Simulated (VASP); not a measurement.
# CdS in VASP: further runs

Runs on CdS. Level: PBE. Tasks: single point.

All numbers are computed with VASP 6.6.1; they aren't measurements. Logs are shortened: lines on timing, memory, paths and dates and some standing lists are left out, and cuts for length are marked.

### 1 The cell of the first run

The cell holds a wire with vacuum, 2 atoms: a = 9.000 Å, b = 9.300 Å, c = 4.572 Å, α = 90.00°, β = 90.00°, γ = 90.00°.

### 2 Single point, PBE, collinear spin, ferromagnetic start

INCAR

```
SYSTEM = CdS
PREC = Accurate ; ENCUT = 520
EDIFF = 1E-6 ; ISMEAR = 0
SIGMA = 0.05 ; LREAL = .False.
LASPH = .True. ; NELM = 150
ALGO = Normal ; ISIF = 2
LWAVE = .False. ; LCHARG = .False.
ISPIN = 2 ; MAGMOM = 0.5 0.5
LORBIT = 11 ; GGA = PE
NBANDS = 20
```

KPOINTS

```
regular mesh
0
Gamma
  1 1 14
  0 0 0
```

POSCAR

```
CdS
1.0
    9.0000000000      0.0000000000      0.0000000000
    0.0000000000      9.3000000000      0.0000000000
    0.0000000000      0.0000000000      4.5718989556
Cd S
1 1
Direct
    0.5000000000      0.5000000000      0.0000000000
    0.5000000000      0.5000000000      0.5000000000
```

Potentials or basis: VASP PAW PBE potentials, release 64 (Cd, S).

Command:

```console
$ cat potpaw_PBE.64/Cd/POTCAR potpaw_PBE.64/S/POTCAR > POTCAR
$ mpirun -np 1 vasp_std > vasp.out
```

OUTCAR:

```text
SYSTEM = CdS
   PREC = Accurate
   ENCUT = 520
   EDIFF = 1E-6
   ISMEAR = 0
   LREAL = .False.
   LASPH = .True.
   NELM = 150
   ISIF = 2
   ISPIN = 2
   LORBIT = 11
   GGA = PE

 ion  position               nearest neighbor table
   1  0.500  0.500  0.000-   2 2.29   2 2.29
   2  0.500  0.500  0.500-   1 2.29   1 2.29

  LATTYP: Found a simple orthorhombic cell.
 ALAT       =     4.5718989556
 B/A-ratio  =     1.9685474433
 C/A-ratio  =     2.0341656914

  Lattice vectors:

 A1 = (   0.0000000000,   0.0000000000,   4.5718989556)
 A2 = (   9.0000000000,   0.0000000000,   0.0000000000)
 A3 = (   0.0000000000,   9.3000000000,   0.0000000000)

Analysis of symmetry for initial positions (statically):
=====================================================================
 Subroutine PRICEL returns:
 Original cell was already a primitive cell.

 Routine SETGRP: Setting up the symmetry group for a
 simple orthorhombic supercell.

 Subroutine GETGRP returns: Found  8 space group operations
 (whereof  8 operations were pure point group operations)
 out of a pool of  8 trial point group operations.

The static configuration has the point symmetry D_2h.

Analysis of symmetry for dynamics (positions and initial velocities):
=====================================================================
 Subroutine PRICEL returns:
 Original cell was already a primitive cell.

 Routine SETGRP: Setting up the symmetry group for a
 simple orthorhombic supercell.

 Subroutine GETGRP returns: Found  8 space group operations
 (whereof  8 operations were pure point group operations)
 out of a pool of  8 trial point group operations.

The dynamic configuration has the point symmetry D_2h.

Analysis of structural, dynamic, and magnetic symmetry:
=====================================================================
 Subroutine PRICEL returns:
 Original cell was already a primitive cell.

 Routine SETGRP: Setting up the symmetry group for a
 simple orthorhombic supercell.

 Subroutine GETGRP returns: Found  8 space group operations
 (whereof  8 operations were pure point group operations)
 out of a pool of  8 trial point group operations.

The overall configuration has the point symmetry D_2h.

 Subroutine INISYM returns: Found  8 space group operations
 (whereof  8 operations are pure point group operations),
 and found     1 'primitive' translations

----------------------------------------------------------------------------------------

                                     Primitive cell

  volume of cell :     382.6679

  direct lattice vectors                    reciprocal lattice vectors
     9.000000000  0.000000000  0.000000000     0.111111111  0.000000000  0.000000000
     0.000000000  9.300000000  0.000000000     0.000000000  0.107526882  0.000000000
     0.000000000  0.000000000  4.571898956     0.000000000  0.000000000  0.218727494

  length of vectors
     9.000000000  9.300000000  4.571898956     0.111111111  0.107526882  0.218727494

  position of ions in fractional coordinates (direct lattice)
     0.500000000  0.500000000  0.000000000
     0.500000000  0.500000000  0.500000000

  ion indices of the primitive-cell ions
   primitive index   ion index
                 1           1
                 2           2

----------------------------------------------------------------------------------------

 KPOINTS: regular mesh

Automatic generation of k-mesh.
 Grid dimensions read from file:
 generate k-points for:    1    1   14

 Generating k-lattice:

  Cartesian coordinates                     Fractional coordinates (reciprocal lattice)
     0.111111111  0.000000000  0.000000000     1.000000000  0.000000000  0.000000000
     0.000000000  0.107526882  0.000000000     0.000000000  1.000000000  0.000000000
     0.000000000  0.000000000  0.015623392     0.000000000  0.000000000  0.071428571

  Length of vectors
     0.111111111  0.107526882  0.015623392

  Shift w.r.t. Gamma in fractional coordinates (k-lattice)
     0.000000000  0.000000000  0.000000000

 Subroutine IBZKPT returns following result:
 ===========================================

 Found      8 irreducible k-points:

 Following reciprocal coordinates:
            Coordinates               Weight
  0.000000  0.000000  0.000000      1.000000
  0.000000  0.000000  0.071429      2.000000
  0.000000  0.000000  0.142857      2.000000
  0.000000  0.000000  0.214286      2.000000
  0.000000  0.000000  0.285714      2.000000
  0.000000  0.000000  0.357143      2.000000
  0.000000  0.000000  0.428571      2.000000
  0.000000  0.000000  0.500000      1.000000
   k-points           NKPTS =      8   k-points in BZ     NKDIM =      8   number of bands    NBANDS=     20
   number of dos      NEDOS =    301   number of ions     NIONS =      2
   total plane-waves  NPLWV = 176400
   dimension x,y,z NGX =    70 NGY =   70 NGZ =   36
   dimension x,y,z NGXF=   140 NGYF=  140 NGZF=   72
   ions per type =               1   1
   NGX,Y,Z   is equivalent  to a cutoff of  12.93, 12.51, 13.09 a.u.
   NGXF,Y,Z  is equivalent  to a cutoff of  25.86, 25.03, 26.18 a.u.
 SYSTEM =  CdS
   PREC   = accura    normal or accurate (medium, high low for compatibility)
   ISTART =      0    job   : 0-new  1-cont  2-samecut
   ICHARG =      2    charge: 1-file 2-atom 10-const
   ISPIN  =      2    spin polarized calculation?
   LNONCOLLINEAR =      F non collinear calculations
   LSORBIT =      F    spin-orbit coupling
   LASPH  =      T    aspherical Exc in radial PAW
   ENCUT  =  520.0 eV  38.22 Ry    6.18 a.u.  16.73 17.29  8.50*2*pi/ulx,y,z
   NELM   =    150;   NELMIN=  2; NELMDL= -5     # of ELM steps
   EDIFF  = 0.1E-05   stopping-criterion for ELM
   LREAL  =      F    real-space projection
   EDIFFG = 0.1E-04   stopping-criterion for IOM
   NSW    =      0    number of steps for IOM
   IBRION =     -1    ionic relax: 0-MD 1-quasi-New 2-CG
   NFREE  =      0    steps in history (QN), initial steepest desc. (CG)
   ISIF   =      2    stress and relaxation
   ISYM   =      2    0-nonsym 1-usesym 2-fastsym
   POTIM  = 0.5000    time-step for ionic-motion
   TEBEG  =    0.0;   TEEND  =   0.0 temperature during run
   PSTRESS=    0.0 pullay stress
   NELECT =      18.0000    total number of electrons
   NUPDOWN=      -1.0000    fix difference up-down
   EMIN   =  10.00;   EMAX   =-10.00  energy-range for DOS
   EFERMI =   0.00;   METHOD = LEGACY
   ISMEAR =     0;   SIGMA  =   0.05  broadening in eV -4-tet -1-fermi 0-gaus
   EFERMI_NEDOS =   21; number of points for ismear=-14 and -15
   IALGO  =     38    algorithm
   IMIX   =      4    mixing-type and parameters
     AMIX     =   0.40;   BMIX     =  1.00
     AMIX_MAG =   1.60;   BMIX_MAG =  1.00
  volume/ion in A,a.u.               =     191.33      1291.19
  Fermi-wavevector in a.u.,A,eV,Ry     =   0.590960  1.116753  4.751618  0.349234
  Thomas-Fermi vector in A             =   1.639204
   LORBIT       =     11    0 simple, 1 ext, 2 COOP (PROOUT), +10 PAW based schemes
   GGA     = PE    functional components
   LHFCALC =     F    Hartree Fock is set to
   AEXX    =    0.0000 exact exchange contribution
   IVDW    =     0    specifies the selected vdW correction
   LEPSILON=     F    determine dielectric tensor
   LRPA    =     F    only Hartree local field effects (RPA)
 spin polarized calculation
 Gauss-broadening in eV      SIGMA  =   0.05
  energy-cutoff  :      520.00
  volume of cell :      382.67
 maximum number of plane-waves:     10347
 NGX is ok and might be reduce to    70
   NGX = 33   NGY = 35   NGZ = 17

 number of electron      17.9999998 magnetization       0.0000344

 number of electron      17.9999998 magnetization      -0.0000054

 Free energy of the ion-electron system (eV)
  ---------------------------------------------------
  ext. energy  EPLUGINS =         0.00000000
  ---------------------------------------------------
  free energy    TOTEN  =        -4.38540679 eV

  energy without entropy =       -4.38540679  energy(sigma->0) =       -4.38540679

 E-fermi :  -4.4739     XC(G=0):  -2.2172

 val. band max:       -4.7212251059   @ k =   0.0000   0.0000   0.5000
 cond. band min:      -3.6619597119   @ k =   0.0000   0.0000   0.0000
 fundamental gap:      1.0592653940
 Fermi energy:        -4.4738720109

 spin component 1

 k-point     1 :       0.0000    0.0000    0.0000
  band No.  band energies     occupation
      1     -16.8459      1.00000
      2     -12.8560      1.00000
      3     -12.8560      1.00000
      4     -12.7497      1.00000
      5     -12.7497      1.00000
      6     -11.8895      1.00000
[... 12 lines left out ...]
     19       4.6226      0.00000
     20       4.7216      0.00000

 k-point     2 :       0.0000    0.0000    0.0714
  band No.  band energies     occupation
      1     -16.8086      1.00000
      2     -12.8606      1.00000
      3     -12.8606      1.00000
      4     -12.7495      1.00000
      5     -12.7495      1.00000
      6     -11.9688      1.00000
[... 12 lines left out ...]
     19       4.4540      0.00000
     20       4.5905      0.00000

 k-point     3 :       0.0000    0.0000    0.1429
  band No.  band energies     occupation
      1     -16.6982      1.00000
      2     -12.8736      1.00000
      3     -12.8736      1.00000
      4     -12.7492      1.00000
      5     -12.7492      1.00000
      6     -12.1978      1.00000
[... 12 lines left out ...]
     19       4.2945      0.00000
     20       4.3986      0.00000

 k-point     4 :       0.0000    0.0000    0.2143
  band No.  band energies     occupation
      1     -16.5197      1.00000
      2     -12.8921      1.00000
      3     -12.8921      1.00000
      4     -12.7487      1.00000
      5     -12.7487      1.00000
      6     -12.5486      1.00000
[... 58 lines left out ...]
     19       3.7767      0.00000
     20       4.2235      0.00000

 k-point     7 :       0.0000    0.0000    0.4286
  band No.  band energies     occupation
      1     -15.7702      1.00000
      2     -13.7688      1.00000
      3     -12.9427      1.00000
      4     -12.9427      1.00000
      5     -12.7472      1.00000
      6     -12.7472      1.00000
[... 12 lines left out ...]
     19       3.6192      0.00000
     20       4.0200      0.00000

 k-point     8 :       0.0000    0.0000    0.5000
  band No.  band energies     occupation
      1     -15.6595      1.00000
      2     -13.9194      1.00000
      3     -12.9471      1.00000
      4     -12.9471      1.00000
      5     -12.7471      1.00000
      6     -12.7471      1.00000
[... 12 lines left out ...]
     19       3.8196      0.00000
     20       3.9608      0.00000
 Fermi energy:        -4.4738720109

 spin component 2

 k-point     1 :       0.0000    0.0000    0.0000
  band No.  band energies     occupation
      1     -16.8459      1.00000
      2     -12.8560      1.00000
      3     -12.8560      1.00000
      4     -12.7497      1.00000
      5     -12.7497      1.00000
      6     -11.8895      1.00000
[... 12 lines left out ...]
     19       4.6237      0.00000
     20       4.7246      0.00000

 k-point     2 :       0.0000    0.0000    0.0714
  band No.  band energies     occupation
      1     -16.8086      1.00000
      2     -12.8606      1.00000
      3     -12.8606      1.00000
      4     -12.7495      1.00000
      5     -12.7495      1.00000
      6     -11.9688      1.00000
[... 12 lines left out ...]
     19       4.4555      0.00000
     20       4.5918      0.00000

 k-point     3 :       0.0000    0.0000    0.1429
  band No.  band energies     occupation
      1     -16.6982      1.00000
      2     -12.8736      1.00000
      3     -12.8736      1.00000
      4     -12.7492      1.00000
      5     -12.7492      1.00000
      6     -12.1978      1.00000
[... 12 lines left out ...]
     19       4.2970      0.00000
     20       4.4006      0.00000

 k-point     4 :       0.0000    0.0000    0.2143
  band No.  band energies     occupation
      1     -16.5197      1.00000
      2     -12.8921      1.00000
      3     -12.8921      1.00000
      4     -12.7487      1.00000
      5     -12.7487      1.00000
      6     -12.5486      1.00000
[... 61 lines left out ...]
 k-point     7 :       0.0000    0.0000    0.4286
  band No.  band energies     occupation
      1     -15.7702      1.00000
      2     -13.7688      1.00000
      3     -12.9427      1.00000
      4     -12.9427      1.00000
      5     -12.7472      1.00000
      6     -12.7472      1.00000
[... 12 lines left out ...]
     19       3.6206      0.00000
     20       4.0394      0.00000

 k-point     8 :       0.0000    0.0000    0.5000
  band No.  band energies     occupation
      1     -15.6595      1.00000
      2     -13.9194      1.00000
      3     -12.9471      1.00000
      4     -12.9471      1.00000
      5     -12.7471      1.00000
      6     -12.7471      1.00000
[... 12 lines left out ...]
     19       3.8199      0.00000
     20       3.9792      0.00000

------------------------ aborting loop because EDIFF is reached ----------------------------------------

  FORCE on cell =-STRESS in cart. coord.  units (eV):
  Direction    XX          YY          ZZ          XY          YZ          ZX
  --------------------------------------------------------------------------------------
  -------------------------------------------------------------------------------------
  Total        0.0170466      0.0084165      0.4921793      0.0000000      0.0000000      0.0000000
  in kB        0.0713718      0.0352386      2.0606861      0.0000000      0.0000000      0.0000000
  external PRESSURE =       0.7224322 kB  Pullay stress =       0.0000000 kB

 VOLUME and BASIS-vectors are now :
 -----------------------------------------------------------------------------
  energy-cutoff  :      520.00
  volume of cell :      382.67
      direct lattice vectors                 reciprocal lattice vectors
     9.000000000  0.000000000  0.000000000     0.111111111  0.000000000  0.000000000
     0.000000000  9.300000000  0.000000000     0.000000000  0.107526882  0.000000000
     0.000000000  0.000000000  4.571898956     0.000000000  0.000000000  0.218727494

 POSITION                                       TOTAL-FORCE (eV/Angst)
 -----------------------------------------------------------------------------------
      4.50000      4.65000      0.00000         0.000000      0.000000      0.000000
      4.50000      4.65000      2.28595         0.000000      0.000000      0.000000
 -----------------------------------------------------------------------------------
    total drift:                                0.000000      0.000000      0.000000

  FREE ENERGIE OF THE ION-ELECTRON SYSTEM (eV)
  ---------------------------------------------------
  free  energy   TOTEN  =        -4.3854067922 eV

  energy  without entropy=       -4.3854067922  energy(sigma->0) =       -4.38540679

 total charge

# of ion       s       p       d       tot
------------------------------------------
    1        0.468   0.284   9.546  10.297
    2        1.293   2.440   0.000   3.733
--------------------------------------------------
tot          1.761   2.724   9.546  14.031

 magnetization (x)

# of ion       s       p       d       tot
------------------------------------------
    1       -0.000   0.000  -0.000  -0.000
    2        0.000  -0.000   0.000  -0.000
--------------------------------------------------
tot         -0.000  -0.000  -0.000  -0.000
```

Run time: 69 s. Hardware: 1 thread of Intel Xeon 6975P-C (Granite Rapids), shared host; peak memory 0.56 GiB.

Results:

```yaml
Free_energy: -4.3854 eV
Band_gap_on_the_k_mesh: 1.06 eV, indirect (least direct gap 1.95 eV)
Net_moment: 0.00 μB per cell
Valence_electrons_inside_the_program's_atomic_spheres: Cd 10.30; S 3.73
```

Levels at points of the mesh, in eV from the valence-band top:
Spin up:
```csv
k point,band 5,band 6,band 7,band 8,band 9,band 10,band 11,band 12,band 13,band 14
"(0.00, 0.00, 0.00)",-8.03,-7.17,-2.55,-0.89,-0.89,1.06,4.95,5.42,5.47,6.03
"(0.00, 0.00, 0.50)",-8.03,-8.03,-3.58,0.00,0.00,3.92,3.93,5.72,6.18,7.63
```
Spin down:
| k point | band 7 | band 8 | band 9 | band 10 | band 11 | band 12 |
| --- | --- | --- | --- | --- | --- | --- |
| (0.00, 0.00, 0.00) | -2.55 | -0.89 | -0.89 | 1.06 | 4.96 | 5.42 |
| (0.00, 0.00, 0.50) | -3.58 | 0.00 | 0.00 | 3.92 | 3.93 | 5.72 |

(Part 1 of 2 ends here.)
